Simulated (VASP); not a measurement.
# Tc12H (a cell with a defect) in VASP: notebook

The runs below take Tc12H (a cell with a defect) through single point, with LDA.

Program: VASP 6.6.1. These are calculated values, not measurements. Logs are shortened: lines on timing, memory, paths and dates and some standing lists are left out, and cuts for length are marked.

## (1) The cell of the first run

The cell holds a defect, 13 atoms: a = 5.480 Å, b = 8.220 Å, c = 4.395 Å, α = 90.00°, β = 90.00°, γ = 120.00°.

## (2) Single point, LDA

INCAR reads:

```
PREC = Accurate ; ENCUT = 520
EDIFF = 1E-6 ; ISMEAR = -1
SIGMA = 0.05 ; LREAL = False
LASPH = True ; NELM = 100
ALGO = Normal ; ISIF = 2
LWAVE = False ; LCHARG = False
GGA = CA ; NBANDS = 90
```

KPOINTS reads:

```
Automatic mesh
0
Gamma
  2 2 2
```

POSCAR reads:

```
Tc12H
1.0
    5.4800000000      0.0000000000      0.0000000000
   -4.1100000000      7.1187290000      0.0000000000
    0.0000000000      0.0000000000      4.3949600000
Tc H
12 1
Direct
   -0.0048096065     -0.0186269206     -0.0414793309
    0.1566730005      0.2361236114      0.5266714600
   -0.0373382977      0.3331353111     -0.0191355553
    0.2138042245      0.5795978468      0.5251242332
    0.0021418451      0.6573083482     -0.0324007499
    0.1864410989      0.9034056501      0.4887416495
    0.4856072676     -0.0047620860      0.0053015272
    0.6566626641      0.2174966908      0.5046917378
    0.4665196279      0.3151405258     -0.0035040137
    0.6883918346      0.5649604023      0.5077861915
    0.4987373082      0.6424040022      0.0030489470
    0.6866561465      0.9039113583      0.5398911480
    0.8338205203      0.1055806451      0.1985683601
```

Potentials or basis: VASP PAW LDA potentials, release 64 (Tc_pv, H).

Run with:

```console
cat potpaw_LDA.64/Tc_pv/POTCAR potpaw_LDA.64/H/POTCAR > POTCAR
mpirun -np 1 vasp_std > vasp.out
```

OUTCAR:

```text
PREC = Accurate
   ENCUT = 520
   EDIFF = 1E-6
   ISMEAR = -1
   LREAL = False
   LASPH = True
   NELM = 100
   ISIF = 2
   GGA = CA

 ion  position               nearest neighbor table
   1  0.995  0.981  0.959-  13 1.96  12 2.36   6 2.54   2 2.63   7 2.64   9 2.67   5 2.68   6 2.76
                            11 2.76   7 2.86  12 2.95   3 2.99   2 3.09
   2  0.157  0.236  0.527-  13 2.11   9 2.54   3 2.57   1 2.63  12 2.66   8 2.67   4 2.68   9 2.76
                            10 2.82   8 2.82   6 2.82   3 2.89   1 3.09
   3  0.963  0.333  0.981-  13 1.90   8 2.55   5 2.56   2 2.57   9 2.65   4 2.69   7 2.70   8 2.72
                            11 2.76   9 2.84   2 2.89   1 2.99   4 2.99
   4  0.214  0.580  0.525-   5 2.51  11 2.51  12 2.63  10 2.66  11 2.68   2 2.68   3 2.69   6 2.74
                            10 2.82   5 2.92   3 2.99   8 3.02
   5  0.002  0.657  0.968-   4 2.51  10 2.51   3 2.56   1 2.68  11 2.70   7 2.72   6 2.74  11 2.79
                            10 2.80   9 2.88   6 2.88   4 2.92
   6  0.186  0.903  0.489-   1 2.54   7 2.56   8 2.58   7 2.68   5 2.74   4 2.74  12 2.75  12 2.75
                            10 2.76   1 2.76   2 2.82   5 2.88
   7  0.486  0.995  0.005-  13 1.86   6 2.56  12 2.61   1 2.64   6 2.68   9 2.68   3 2.70   8 2.71
                             8 2.71   5 2.72  12 2.85   1 2.86  11 2.94
   8  0.657  0.217  0.505-  13 2.12   3 2.55   6 2.58  12 2.67   2 2.67   9 2.69   7 2.71   7 2.71
                             3 2.72   9 2.75  10 2.77   2 2.82   4 3.02
   9  0.467  0.315  0.996-   2 2.54  11 2.61   3 2.65   1 2.67   7 2.68   8 2.69   8 2.75   2 2.76
                            10 2.79   3 2.84  10 2.87   5 2.88
  10  0.688  0.565  0.508-   5 2.51  11 2.62  11 2.66   4 2.66   6 2.76   8 2.77  12 2.79   9 2.79
                             5 2.80   2 2.82   4 2.82   9 2.87
  11  0.499  0.642  0.003-   4 2.51   9 2.61  10 2.62  10 2.66   4 2.68   5 2.70  12 2.76   1 2.76
                             3 2.76   5 2.79   7 2.94  12 3.01
  12  0.687  0.904  0.540-  13 2.08   1 2.36   7 2.61   4 2.63   2 2.66   8 2.67   6 2.75   6 2.75
                            11 2.76  10 2.79   7 2.85   1 2.95  11 3.01
  13  0.834  0.106  0.199-   7 1.86   3 1.90   1 1.96  12 2.08   2 2.11   8 2.12

  LATTYP: Found a simple monoclinic cell.
 ALAT       =     5.4800000000
 B/A-ratio  =     0.8020000000
 C/A-ratio  =     1.3228756879
 COS(beta)  =    -0.1889822319

  Lattice vectors:

 A1 = (   5.4800000000,   0.0000000000,   0.0000000000)
 A2 = (   0.0000000000,   0.0000000000,   4.3949600000)
 A3 = (  -1.3700000000,  -7.1187290000,   0.0000000000)

Analysis of symmetry for initial positions (statically):
=====================================================================
 Subroutine PRICEL returns:
 Original cell was already a primitive cell.

 Routine SETGRP: Setting up the symmetry group for a
 simple monoclinic supercell.

 Subroutine GETGRP returns: Found  1 space group operations
 (whereof  1 operations were pure point group operations)
 out of a pool of  4 trial point group operations.

The static configuration has the point symmetry C_1 .

Analysis of symmetry for dynamics (positions and initial velocities):
=====================================================================
 Subroutine PRICEL returns:
 Original cell was already a primitive cell.

 Routine SETGRP: Setting up the symmetry group for a
 simple monoclinic supercell.

 Subroutine GETGRP returns: Found  1 space group operations
 (whereof  1 operations were pure point group operations)
 out of a pool of  4 trial point group operations.

The dynamic configuration has the point symmetry C_1 .

 Subroutine INISYM returns: Found  1 space group operations
 (whereof  1 operations are pure point group operations),
 and found     1 'primitive' translations

----------------------------------------------------------------------------------------

                                     Primitive cell

  volume of cell :     171.4502

  direct lattice vectors                    reciprocal lattice vectors
     5.480000000  0.000000000  0.000000000     0.182481752  0.105355886  0.000000000
    -4.110000000  7.118729000  0.000000000     0.000000000  0.140474514  0.000000000
     0.000000000  0.000000000  4.394960000     0.000000000  0.000000000  0.227533356

  length of vectors
     5.480000000  8.220000157  4.394960000     0.210711776  0.140474514  0.227533356

  position of ions in fractional coordinates (direct lattice)
     0.995190394  0.981373079  0.958520669
     0.156673000  0.236123611  0.526671460
[... 33 lines left out ...]
 Grid dimensions read from file:
 generate k-points for:    2    2    2

 Generating k-lattice:

  Cartesian coordinates                     Fractional coordinates (reciprocal lattice)
     0.091240876  0.052677943  0.000000000     0.500000000  0.000000000  0.000000000
[... 31 lines left out ...]
   NGXF,Y,Z  is equivalent  to a cutoff of  25.48, 25.89, 27.24 a.u.
 SYSTEM =  unknown system
   PREC   = accura    normal or accurate (medium, high low for compatibility)
   ISTART =      0    job   : 0-new  1-cont  2-samecut
   ICHARG =      2    charge: 1-file 2-atom 10-const
   ISPIN  =      1    spin polarized calculation?
   LNONCOLLINEAR =      F non collinear calculations
   LSORBIT =      F    spin-orbit coupling
   LASPH  =      T    aspherical Exc in radial PAW
   ENCUT  =  520.0 eV  38.22 Ry    6.18 a.u.  10.19 15.28  8.17*2*pi/ulx,y,z
   NELM   =    100;   NELMIN=  2; NELMDL= -5     # of ELM steps
   EDIFF  = 0.1E-05   stopping-criterion for ELM
   LREAL  =      F    real-space projection
[... 7 lines left out ...]
   TEBEG  =    0.0;   TEEND  =   0.0 temperature during run
   PSTRESS=    0.0 pullay stress
   NELECT =     157.0000    total number of electrons
   NUPDOWN=      -1.0000    fix difference up-down
   EMIN   =  10.00;   EMAX   =-10.00  energy-range for DOS
   EFERMI =   0.00;   METHOD = LEGACY
   ISMEAR =    -1;   SIGMA  =   0.05  broadening in eV -4-tet -1-fermi 0-gaus
   EFERMI_NEDOS =   21; number of points for ismear=-14 and -15
   IALGO  =     38    algorithm
   IMIX   =      4    mixing-type and parameters
     AMIX     =   0.40;   BMIX     =  1.00
     AMIX_MAG =   1.60;   BMIX_MAG =  1.00
  volume/ion in A,a.u.               =      13.19        89.00
  Fermi-wavevector in a.u.,A,eV,Ry     =   1.589750  3.004191 34.386057  2.527304
  Thomas-Fermi vector in A             =   2.688551
   LORBIT       =      0    0 simple, 1 ext, 2 COOP (PROOUT), +10 PAW based schemes
   GGA     = CA    functional components
   LHFCALC =     F    Hartree Fock is set to
   AEXX    =    0.0000 exact exchange contribution
   IVDW    =     0    specifies the selected vdW correction
   LEPSILON=     F    determine dielectric tensor
   LRPA    =     F    only Hartree local field effects (RPA)
 non-spin polarized calculation
  energy-cutoff  :      520.00
  volume of cell :      171.45
 maximum number of plane-waves:      4640
 NGX is ok and might be reduce to    42
   NGX = 21   NGY = 31   NGZ = 17

 number of electron     157.0000005 magnetization

 Free energy of the ion-electron system (eV)
  ---------------------------------------------------
  ext. energy  EPLUGINS =         0.00000000
  ---------------------------------------------------
  free energy    TOTEN  =      -143.30466225 eV

  energy without entropy =     -143.21868608  energy(sigma->0) =     -143.26167417

 E-fermi :  12.7080     XC(G=0): -14.0608

 val. band max:       12.6536833853   @ k =   0.0000   0.0000   0.5000
 cond. band min:      12.7281132413   @ k =   0.5000   0.0000   0.0000
 fundamental gap:      0.0744298559
 Fermi energy:        12.7080014245

 k-point     1 :       0.0000    0.0000    0.0000
  band No.  band energies     occupation
      1     -26.7870      2.00000
      2     -26.5881      2.00000
      3     -26.4588      2.00000
      4     -26.4138      2.00000
      5     -26.3809      2.00000
      6     -26.3691      2.00000
[... 733 lines left out ...]
     89      15.0002      0.00000
     90      15.2372      0.00000

------------------------ aborting loop because EDIFF is reached ----------------------------------------

  FORCE on cell =-STRESS in cart. coord.  units (eV):
  Direction    XX          YY          ZZ          XY          YZ          ZX
  --------------------------------------------------------------------------------------
  -------------------------------------------------------------------------------------
  Total        0.6757581     -4.9178622     -2.0540100      1.9716606      3.7786055      2.4481889
  in kB        6.3148622    -45.9567167    -19.1944289     18.4248852     35.3105265     22.8779743
  external PRESSURE =     -19.6120945 kB  Pullay stress =       0.0000000 kB

 VOLUME and BASIS-vectors are now :
 -----------------------------------------------------------------------------
  energy-cutoff  :      520.00
  volume of cell :      171.45
      direct lattice vectors                 reciprocal lattice vectors
     5.480000000  0.000000000  0.000000000     0.182481752  0.105355886  0.000000000
    -4.110000000  7.118729000  0.000000000     0.000000000  0.140474514  0.000000000
     0.000000000  0.000000000  4.394960000     0.000000000  0.000000000  0.227533356

 POSITION                                       TOTAL-FORCE (eV/Angst)
 -----------------------------------------------------------------------------------
      1.42020      6.98613      4.21266        -0.527312      0.976198      1.743843
     -0.11190      1.68090      2.31470         1.101787     -0.247034     -0.735022
      3.90620      2.37150      4.31086         1.678437      0.486503      0.089968
     -1.21050      4.12600      2.30790        -1.081871     -1.050892     -0.632690
     -2.68980      4.67920      4.25256        -0.323749      0.202032      0.543279
     -2.69130      6.43110      2.14800        -0.456865     -0.826409      0.936420
     -1.42930      7.08483      0.02330         0.579378     -0.326121     -1.448357
      2.70460      1.54830      2.21810        -0.556955      0.721659      1.128862
      1.26130      2.24340      4.37956         0.220901      1.002271     -0.690841
      1.45040      4.02180      2.23170        -0.190473     -0.592513      0.458316
      0.09280      4.57310      0.01340        -0.317458      1.007515     -0.461762
      0.04780      6.43470      2.37280        -0.328128     -1.310922     -1.346648
      4.13540      0.75160      0.87270         0.202311     -0.042288      0.414632
 -----------------------------------------------------------------------------------
    total drift:                                0.000286      0.000323     -0.000214

  FREE ENERGIE OF THE ION-ELECTRON SYSTEM (eV)
  ---------------------------------------------------
  free  energy   TOTEN  =      -143.3046622537 eV

  energy  without entropy=     -143.2186860844  energy(sigma->0) =     -143.26167417
```

It took 2.1 min on 1 thread of Intel Xeon 6975P-C (Granite Rapids), shared host; peak memory 0.27 GiB.

What came out:

```yaml
Free_energy: -143.3047 eV
Pressure: -2.0 GPa
Largest_force: 2.067 eV/Å
Band_gap_on_the_k_mesh: zero (an odd number of electrons rules out a gap without spin polarisation)
```

Forces on the atoms (eV/Å):
```
Tc  -0.527  0.976  1.744
Tc   1.102 -0.247 -0.735
Tc   1.678  0.487  0.090
Tc  -1.082 -1.051 -0.633
Tc  -0.324  0.202  0.543
Tc  -0.457 -0.826  0.936
Tc   0.579 -0.326 -1.448
Tc  -0.557  0.722  1.129
Tc   0.221  1.002 -0.691
Tc  -0.190 -0.593  0.458
Tc  -0.317  1.008 -0.462
Tc  -0.328 -1.311 -1.347
H    0.202 -0.042  0.415
```

Caveat: the k points lie up to 0.71 Å⁻¹ apart, too coarse for converged energies and pressures of a metal.

## (3) Single point, LDA

INCAR reads:

```
PREC     = Accurate       # precision mode
ENCUT    = 520            # plane-wave cutoff, eV
EDIFF    = 1E-6           # SCF threshold, eV
ISMEAR   = -1             # smearing method
SIGMA    = 0.05           # smearing width, eV
LREAL    = False          # projectors in reciprocal space
LASPH    = True           # aspherical terms in the spheres
NELM     = 60             # most SCF steps
ALGO     = Normal         # electronic algorithm
ISIF     = 2              # what is computed and relaxed
LWAVE    = False          # write WAVECAR
LCHARG   = False          # write CHGCAR
GGA      = CA             # functional
NBANDS   = 90             # bands
```

KPOINTS is that of step 2.

POSCAR reads:

```
Tc12H
1.0
    5.4800000000      0.0000000000      0.0000000000
   -4.1100000000      7.1187290000      0.0000000000
    0.0000000000      0.0000000000      4.3949600000
Tc H
12 1
Direct
   -0.0077387536     -0.0052818417      0.0056883339
    0.1680257433      0.2391438135      0.5078544515
   -0.0123796547      0.3433478083     -0.0100342210
    0.2014135905      0.5717874637      0.5067622914
    0.0073084565      0.6603285502     -0.0216839289
    0.1707936579      0.8914231740      0.4931785500
    0.4990888725     -0.0103389243     -0.0245053425
    0.6402631752      0.2263606326      0.5357272876
    0.4618778668      0.3257884940     -0.0160638550
    0.6891589312      0.5535257769      0.5124278719
    0.5129427778      0.6499334362      0.0068032474
    0.6686468553      0.8841325467      0.5083322715
    0.8402740660      0.1030661513      0.2246891894
```

Potentials or basis: VASP PAW LDA potentials, release 64 (Tc_pv, H).

Run with:

```console
cat potpaw_LDA.64/Tc_pv/POTCAR potpaw_LDA.64/H/POTCAR > POTCAR
mpirun -np 1 vasp_std > vasp.out
```

Run time: 2.1 min. Hardware: 1 thread of Intel Xeon 6975P-C (Granite Rapids), shared host; peak memory 0.28 GiB.

The run converged. Its results:

```
Free energy            : -143.6502 eV
Pressure               : -4.0 GPa
Largest force          : 1.781 eV/Å
Band gap on the k mesh : zero (an odd number of electrons rules out a gap without spin polarisation)
```

Forces on the atoms (eV/Å):
```
Tc   0.982 -0.422 -1.425
Tc  -0.306 -0.788  0.601
Tc   0.030 -0.741 -0.153
Tc  -0.308 -0.485  0.635
Tc  -0.300  0.376 -0.037
Tc   0.159  0.283  0.392
Tc  -0.780  0.232 -0.164
Tc   1.322 -0.160 -0.553
Tc   1.149  0.001  0.219
Tc  -0.539  0.540 -0.144
Tc  -0.691  0.596 -0.653
Tc  -0.139  0.246  0.908
H   -0.577  0.321  0.374
```

Stress tensor (GPa, compression positive):
```
-0.86  0.67  0.34
 0.67 -6.89  0.37
 0.34  0.37 -4.21
```

Levels at points of the mesh, in eV from the Fermi level:
```csv
k point,band 77,band 78,band 79,band 80,band 81,band 82
"(0.00, 0.00, 0.00)",-0.43,-0.37,-0.17,0.27,1.10,1.24
"(0.50, 0.00, 0.00)",-0.30,-0.14,0.15,0.27,0.50,0.60
"(0.00, 0.50, 0.00)",-0.43,-0.40,-0.26,-0.15,0.03,0.11
"(0.50, 0.50, 0.00)",-0.45,-0.35,-0.17,-0.01,0.12,0.15
"(0.00, 0.00, 0.50)",0.07,0.19,0.28,0.31,0.40,0.66
"(0.50, 0.00, 0.50)",-0.28,-0.25,-0.12,0.04,0.11,0.14
"(0.00, 0.50, 0.50)",0.29,0.36,0.44,0.62,0.80,1.12
"(0.50, 0.50, 0.50)",-0.50,-0.48,-0.28,-0.24,-0.03,0.11
```

Caveat: the k points lie up to 0.71 Å⁻¹ apart, too coarse for converged energies and pressures of a metal.

## (4) Single point, LDA

INCAR reads:

```
SYSTEM = Tc12H
ALGO = Normal ; EDIFF = 1E-6
ENCUT = 520 ; GGA = CA
ISIF = 2 ; ISMEAR = -1
LASPH = .TRUE. ; LCHARG = .FALSE.
LREAL = .FALSE. ; LWAVE = .FALSE.
NBANDS = 90 ; NELM = 60
PREC = Accurate ; SIGMA = 0.05
```

KPOINTS reads:

```
k-points
0
G
  2 2 2
  0 0 0
```

POSCAR reads:

```
Tc12H
1.0
    5.4800000000      0.0000000000      0.0000000000
   -4.1100000000      7.1187290000      0.0000000000
    0.0000000000      0.0000000000      4.3949600000
Tc H
12 1
Direct
    0.0047779166      0.0070518206      0.0228215956
    0.1636567133      0.2201797540      0.5072173581
    0.0137795966      0.3391757152     -0.0049602272
    0.1593453290      0.5479348912      0.5090831316
    0.0076599962      0.6728167346     -0.0042321204
    0.1542540288      0.8817304325      0.5175928791
    0.4980443907     -0.0105636835     -0.0643009265
    0.6611725329      0.2347750561      0.5499026157
    0.4977762582      0.3422661545     -0.0149261882
    0.6774936603      0.5539331530      0.5109716584
    0.5153138570      0.6768904955     -0.0203869887
    0.6465110045      0.8636935048      0.4953401169
    0.8043668218      0.1288151298      0.2569761727
```

Run with:

```console
cat potpaw_LDA.64/Tc_pv/POTCAR potpaw_LDA.64/H/POTCAR > POTCAR
mpirun -np 1 vasp_std > vasp.out
```

Run time: 2.3 min. Hardware: 1 thread of Intel Xeon 6975P-C (Granite Rapids), shared host; peak memory 0.27 GiB.

Results (log left out):

```yaml
Free_energy: -143.3192 eV
Pressure: -2.1 GPa
Largest_force: 2.403 eV/Å
Band_gap_on_the_k_mesh: zero (an odd number of electrons rules out a gap without spin polarisation)
```

Forces on the atoms (eV/Å):
```
Tc   0.417 -0.788 -0.943
Tc   0.359  0.198  0.729
Tc  -0.981  0.047 -0.168
Tc   0.250  1.045  0.656
Tc   0.128 -1.007 -0.122
Tc   0.242  0.910 -1.025
Tc  -0.432  0.569  2.294
Tc   0.377 -0.633 -1.701
Tc   0.325 -0.401  0.479
Tc  -0.427  0.535 -0.414
Tc  -0.390 -1.145  0.309
Tc  -0.147  0.952  0.020
H    0.278 -0.282 -0.113
```

Stress tensor (GPa, compression positive):
```
-3.60 -0.89 -0.29
-0.89 -3.55 -2.25
-0.29 -2.25  0.83
```

Levels at points of the mesh, in eV from the Fermi level:
| k point | band 75 | band 76 | band 77 | band 78 | band 79 | band 80 | band 81 | band 82 | band 83 | band 84 |
| --- | --- | --- | --- | --- | --- | --- | --- | --- | --- | --- |
| (0.00, 0.00, 0.00) | -0.68 | -0.57 | -0.53 | -0.43 | -0.06 | 0.14 | 1.07 | 1.28 | 1.35 | 1.55 |
| (0.50, 0.00, 0.00) | -0.29 | -0.24 | -0.05 | -0.02 | 0.10 | 0.25 | 0.39 | 0.49 | 0.52 | 0.82 |
| (0.00, 0.50, 0.00) | -0.67 | -0.55 | -0.45 | -0.43 | -0.33 | -0.18 | -0.06 | 0.05 | 0.07 | 0.48 |
| (0.50, 0.50, 0.00) | -0.43 | -0.34 | -0.27 | -0.20 | -0.17 | -0.10 | 0.19 | 0.23 | 0.65 | 0.75 |
| (0.00, 0.00, 0.50) | -0.03 | 0.04 | 0.11 | 0.22 | 0.35 | 0.48 | 0.61 | 0.79 | 1.06 | 1.28 |
| (0.50, 0.00, 0.50) | -0.57 | -0.45 | -0.39 | -0.37 | -0.26 | 0.02 | 0.07 | 0.28 | 0.49 | 0.53 |
| (0.00, 0.50, 0.50) | -0.11 | 0.01 | 0.22 | 0.32 | 0.52 | 0.84 | 0.96 | 1.26 | 1.44 | 1.60 |
| (0.50, 0.50, 0.50) | -0.83 | -0.72 | -0.53 | -0.45 | -0.38 | -0.20 | -0.01 | 0.13 | 0.24 | 0.37 |

Caveat: the k points lie up to 0.71 Å⁻¹ apart, too coarse for converged energies and pressures of a metal.

## (5) Summary

```csv
cell,gap on the mesh (eV),pressure (GPa),largest force (eV/Å)
"as given, atomic positions A",none,-2.0,2.07
"as given, atomic positions B",none,-4.0,1.78
"as given, atomic positions C",none,-2.1,2.40
```

Alike in all rows: task single point; level LDA; potentials or basis VASP PAW LDA potentials, release 64 (Tc_pv, H); no spin polarisation; k mesh 2 × 2 × 2; cutoff (eV) 520; smearing fermi-dirac 0.05 eV.

Caveats: all runs use coarse meshes.

Total energies depend on the potentials used, so only differences within one code and one set of settings carry meaning.

The gap in the log of VASP goes by the Fermi energy; the results here count the filled bands.